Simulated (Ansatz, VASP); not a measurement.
## Two plane-wave programs on Sb

INCAR

```
PREC = Accurate
ENCUT = 520
EDIFF = 1E-6
ISMEAR = 0
SIGMA = 0.15
LREAL = F
LASPH = T
NELM = 60
ALGO = Normal
ISIF = 2
LWAVE = F
LCHARG = T
GGA = PS
LELF = T
LVHAR = T
NBANDS = 12
```

Contents of KPOINTS:

```
Automatic mesh
0
Gamma
  18 18 10
```

Contents of POSCAR:

```
Sb
1.0
    3.3690001795      0.0000000000      0.0000000000
   -1.6845000898      2.9176397408      0.0000000000
    0.0000000000      0.0000000000      5.3300000000
Sb
2
Direct
    0.3036509366      0.6666666667      0.2124765478
    0.6666666667      0.3333333333      0.7500000000
```

Input for Ansatz:

```yaml
crystal:
  lattice:
    - [3.3690001795, 0.0, 0.0]
    - [-1.6845000898, 2.9176397408, 0.0]
    - [0.0, 0.0, 5.33]
  atoms:
    - { symbol: Sb, position: [0.3036509366, 0.6666666667, 0.2124765478] }
    - { symbol: Sb, position: [0.6666666667, 0.3333333333, 0.75] }
basis:
  ecutwfc: 420
kpoints:
  mp_grid: { grid: [18, 18, 10] }
hamiltonian:
  xc: pbesol
scf:
  occupations: { method: gaussian, width: 0.15 }
output:
  forces: true
  stress: true
  eigenvalues: true
```

Alike in both runs: task single point; functional PBEsol; k mesh 18 × 18 × 10; occupations gaussian, width 0.15 eV; no spin polarisation.

|  | VASP | Ansatz |
| --- | --- | --- |
| version | VASP 6.6.1 | Ansatz 0.2.0 |
| potentials or method | VASP PAW PBE potentials, release 64 (Sb), cutoff 520 eV | scalar-relativistic, plane waves, PAW |
| valence electrons in the cell | 10 | 30 |

|  | VASP | Ansatz | Ansatz less VASP |
| --- | --- | --- | --- |
| gap on the k mesh at the Fermi level (eV) | none | none | - |
| pressure (GPa) | 0.9 | 0.9 | -0.02 |
| traceless stress, the component that is largest in VASP (GPa) | 0.40 | 0.37 | -0.027 |
| rms of the force components (eV/Å) | 0.167 | 0.158 | -0.0087 |

VASP's potentials were made for PBE, not for PBEsol. Atom by atom the forces differ by 0.009 eV/Å (rms over components). A gap of «none» marks a metal or a gap that the smearing closes. With one functional, cell and mesh, what is left measures potentials, basis and numerics. VASP's potentials hold 10 valence electrons a cell and Ansatz's 30, so a difference there can come from the potentials and not from the codes.

Neither program's run includes spin-orbit coupling.
